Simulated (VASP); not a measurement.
Crystal: Si3N4.

```
Si N
1.0
     4.13078    0.00000    0.00000
     0.00000    4.13078    0.00000
     0.00000    0.00000    4.13078
Si N
3 4
Direct
  0.00000 0.00000 0.50000
  0.50000 0.00000 0.00000
  0.00000 0.50000 0.00000
  0.23952 0.23952 0.76048
  0.76048 0.76048 0.76048
  0.23952 0.76048 0.23952
  0.76048 0.23952 0.23952
```

- Program: VASP 6.6.1
- Task: relaxation of cell and atoms
- Functional: LDA
- Potentials or basis: VASP PAW LDA potentials, release 64 (Si, N)
- Cutoff: 600 eV
- k mesh: 6 × 6 × 6
- Occupations: fermi-dirac, width 0.05 eV
- Spin: no spin polarisation

At the start: pressure -8.9 GPa; volume 10.07 Å³/atom.

Problem. Where does the relaxation end?

Solution. Over 6 steps the energy falls by 10.4 meV/atom and the volume is 9.70 Å³/atom (-3.7 %); space group P-43m (No. 215, to 0.05 Å).

Step by step:
```
step  energy change (eV)  largest force (eV/Å)  pressure (GPa)  volume (Å³)
   1              0.0000                0.2955           -8.93        70.48
   2              0.0820                0.8159           14.54        64.92
   3             -0.0711                0.1210           -0.34        68.16
   4             -0.0711                0.1299           -0.15        68.11
   5             -0.0730                0.0392            0.00        67.95
   6             -0.0731                0.0032            0.05        67.89
```

Final structure:
```
CELL_PARAMETERS angstrom
4.07938 0.00000 0.00000
0.00000 4.07938 0.00000
0.00000 0.00000 4.07938
ATOMIC_POSITIONS crystal
Si 0.00000 0.00000 0.50000
Si 0.50000 0.00000 0.00000
Si 0.00000 0.50000 0.00000
N 0.23977 0.23977 0.76023
N 0.76023 0.76023 0.76023
N 0.23977 0.76023 0.23977
N 0.76023 0.23977 0.23977
```
